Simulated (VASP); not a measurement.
# Ru (P6_3/mmc) in VASP: further runs, part 2 of 2

VASP 6.6.1.

## 4. Relaxation of cell and atoms, r2SCAN

This run uses another cell than the first one, of 13.76 Å³/atom.

Contents of POSCAR:

```
Ru
1.0
    2.7178971652      0.0000000000      0.0000000000
   -1.3589485826      2.3537679899      0.0000000000
    0.0000000000      0.0000000000      4.3011079785
Ru
2
Direct
    0.3333333333      0.6666666667      0.2500000000
    0.6666666667      0.3333333333      0.7500000000
```

Contents of INCAR.step1:

```
ALGO = Normal ; EDIFF = 1E-4
ENCUT = 600 ; GGA = PE
ISMEAR = -1 ; LASPH = True
LCHARG = False ; LREAL = False
LWAVE = True ; NELM = 100
PREC = Accurate ; SIGMA = 0.02
```

Contents of INCAR.step2:

```
ALGO = Normal ; EDIFF = 1E-6
EDIFFG = -0.005 ; ENCUT = 600
IBRION = 2 ; ISIF = 3
ISMEAR = -1 ; ISTART = 1
LASPH = True ; LCHARG = False
LMIXTAU = True ; LREAL = False
LWAVE = False ; METAGGA = R2SCAN
NELM = 100 ; NSW = 80
PREC = Accurate ; SIGMA = 0.02
```

Contents of KPOINTS:

```
k-points
0
Gamma
  12 12 6
```

Potentials or basis: VASP PAW PBE potentials, release 64 (Ru_pv).

Run with:

```console
> cat potpaw_PBE.64/Ru_pv/POTCAR > POTCAR
> cp INCAR.step1 INCAR
> mpirun -np 1 vasp_std > vasp.out
> cp INCAR.step2 INCAR
> mpirun -np 1 vasp_std > vasp.out
```

OUTCAR:

```text
EDIFF = 1E-6
   EDIFFG = -0.005
   ENCUT = 600
   IBRION = 2
   ISIF = 3
   ISMEAR = -1
   ISTART = 1
   LASPH = True
   LREAL = False
   METAGGA = R2SCAN
   NELM = 100
   NSW = 80
   PREC = Accurate

 ion  position               nearest neighbor table
   1  0.333  0.667  0.250-   2 2.66   2 2.66   2 2.66   2 2.66   2 2.66   2 2.66
   2  0.667  0.333  0.750-   1 2.66   1 2.66   1 2.66   1 2.66   1 2.66   1 2.66

  LATTYP: Found a hexagonal cell.
 ALAT       =     2.7178971652
 C/A-ratio  =     1.5825131405

  Lattice vectors:

 A1 = (   2.7178971652,   0.0000000000,   0.0000000000)
 A2 = (  -1.3589485826,   2.3537679899,   0.0000000000)
 A3 = (   0.0000000000,   0.0000000000,   4.3011079785)

Analysis of symmetry for initial positions (statically):
=====================================================================
 Subroutine PRICEL returns:
 Original cell was already a primitive cell.

 Routine SETGRP: Setting up the symmetry group for a
 hexagonal supercell.

 Subroutine GETGRP returns: Found 24 space group operations
 (whereof 12 operations were pure point group operations)
 out of a pool of 24 trial point group operations.
[... 173 lines left out ...]
  -------------------------------------------------------------------------------------
  Total       -0.8489299     -0.8489299     -0.9280608      0.0000000      0.0000000     -0.0000000
  in kB      -49.4316799    -49.4316799    -54.0393322      0.0000000      0.0000000     -0.0000000
  external PRESSURE =     -50.9675640 kB  Pullay stress =       0.0000000 kB
[... 203 lines left out ...]
--------------------------------------- Ionic step        7  -------------------------------------------

 number of electron      28.0000001 magnetization

 Free energy of the ion-electron system (eV)
  ---------------------------------------------------
  ext. energy  EPLUGINS =         0.00000000
  ---------------------------------------------------
  free energy    TOTEN  =       -50.86204301 eV

  energy without entropy =      -50.86073101  energy(sigma->0) =      -50.86138701

 E-fermi :  12.7310     XC(G=0): -15.4241

 val. band max:       12.6978725503   @ k =   0.2500   0.0833   0.0000
 cond. band min:      12.7683814243   @ k =   0.4167  -0.0000   0.5000
 fundamental gap:      0.0705088740
 Fermi energy:        12.7310078914

 k-point     1 :       0.0000    0.0000    0.0000
  band No.  band energies     occupation
      1     -32.3148      2.00000
      2     -31.3063      2.00000
      3     -31.3063      2.00000
      4     -31.1217      2.00000
      5     -31.1217      2.00000
      6     -31.0706      2.00000
[... 481 lines left out ...]
      5     -31.2554      2.00000
      6     -31.2351      2.00000
[... 10 lines left out ...]
     17      14.5004      0.00000
     18      19.9972      0.00000

 [... further k-points ...]

------------------------ aborting loop because EDIFF is reached ----------------------------------------

  FORCE on cell =-STRESS in cart. coord.  units (eV):
  Direction    XX          YY          ZZ          XY          YZ          ZX
  --------------------------------------------------------------------------------------
  -------------------------------------------------------------------------------------
  Total        0.0015361      0.0015361      0.0065482      0.0000000      0.0000000     -0.0000000
  in kB        0.0908642      0.0908642      0.3873337      0.0000000      0.0000000     -0.0000000
  external PRESSURE =       0.1896874 kB  Pullay stress =       0.0000000 kB
[... 17 lines left out ...]
  FREE ENERGIE OF THE ION-ELECTRON SYSTEM (eV)
  ---------------------------------------------------
  free  energy   TOTEN  =       -50.8620430110 eV

  energy  without entropy=      -50.8607310147  energy(sigma->0) =      -50.86138701

 reached required accuracy - stopping structural energy minimisation
```

OUTCAR.step1:

```text
EDIFF = 1E-4
   ENCUT = 600
   GGA = PE
   ISMEAR = -1
   LASPH = True
[... 728 lines left out ...]
     -0.00000      1.56918      1.07528        -0.000000      0.000000      0.000000
      1.35895      0.78459      3.22583         0.000000     -0.000000      0.000000
 -----------------------------------------------------------------------------------
    total drift:                                0.000000     -0.000000      0.000000

  FREE ENERGIE OF THE ION-ELECTRON SYSTEM (eV)
  ---------------------------------------------------
  free  energy   TOTEN  =       -18.4753958818 eV

  energy  without entropy=      -18.4739017993  energy(sigma->0) =      -18.47464884
```

Wall time 12 min (1 thread of Intel Xeon 8259CL, shared host); peak memory 0.19 GiB.

Results:

* Free energy: -50.8620 eV
* Relaxed volume: 13.54 Å³/atom
* Relaxed cell: a = 2.704 Å, b = 2.704 Å, c = 4.278 Å, α = 90.00°, β = 90.00°, γ = 120.00°
* Space group after relaxing (to 0.1 Å): P6_3/mmc (No. 194)
* Energy gained by relaxing: 3.5 meV/atom
* Ionic steps: 7
* Pressure after relaxing: 0.0 GPa
* Band gap on the k mesh: zero (bands 14 and 15 overlap by 3.30 eV)

The path:
| step | energy change (eV) | largest force (eV/Å) | pressure (GPa) | volume (Å³) |
| --- | --- | --- | --- | --- |
| 1 | 0.0000 | 0.0000 | -5.10 | 27.52 |
| 2 | 0.0632 | 0.0000 | 18.42 | 25.81 |
| 3 | -0.0070 | 0.0000 | -0.11 | 27.10 |
| 4 | -0.0070 | 0.0000 | -0.04 | 27.09 |
| 5 | -0.0070 | 0.0000 | 0.06 | 27.08 |
| 6 | -0.0070 | 0.0000 | -0.11 | 27.10 |
| 7 | -0.0070 | 0.0000 | 0.02 | 27.09 |

Final structure:
```
Ru
1.0
     2.70398    0.00000    0.00000
    -1.35199    2.34171    0.00000
     0.00000    0.00000    4.27768
Ru
2
Cartesian
  0.0000 1.5611 1.0694
  1.3520 0.7806 3.2083
```

Levels at points of the mesh, in eV from the Fermi level:
| k point | band 11 | band 12 | band 13 | band 14 | band 15 | band 16 | band 17 | band 18 |
| --- | --- | --- | --- | --- | --- | --- | --- | --- |
| (0.00, 0.00, 0.00) | -2.47 | -1.96 | -1.96 | -1.42 | -1.42 | 1.28 | 1.28 | 1.40 |
| (0.50, 0.00, 0.00) | -2.14 | -1.83 | -1.53 | 1.53 | 1.96 | 2.04 | 4.29 | 6.47 |
| (0.00, 0.00, 0.50) | -2.85 | -2.85 | -2.78 | -2.78 | 0.61 | 0.61 | 0.61 | 0.61 |
| (0.50, 0.00, 0.50) | -1.07 | -1.07 | 0.51 | 0.51 | 1.80 | 1.80 | 3.59 | 3.59 |

Caveat: the PAW data sets were made with another functional, which shifts forces and pressure a little.

## 5. Overview

```csv
task,level,cell,cutoff (eV),gap on the mesh (eV),pressure (GPa),relaxed volume (Å³/atom)
single point,r2SCAN,"a = 2.700, b = 2.700, c = 4.271 Å, angles 90.0, 90.0, 120.0°, 2 atoms",520,none,1.5,-
relaxation of cell and atoms,PBE,"relaxed from a = 2.706, b = 2.706, c = 4.282 Å, angles 90.0, 90.0, 120.0°, 2 atoms",600,none,0.0,13.75
relaxation of cell and atoms,r2SCAN,"relaxed from a = 2.718, b = 2.718, c = 4.301 Å, angles 90.0, 90.0, 120.0°, 2 atoms",600,none,0.0,13.54
```

Alike in all rows: potentials or basis VASP PAW PBE potentials, release 64 (Ru_pv); no spin polarisation; k mesh 12 × 12 × 6; smearing fermi-dirac 0.02 eV.

Caveats: the PAW data sets were made with another functional, which shifts forces and pressure a little (at least some runs).

Total energies depend on the potentials used, so only differences within one code and one set of settings carry meaning.
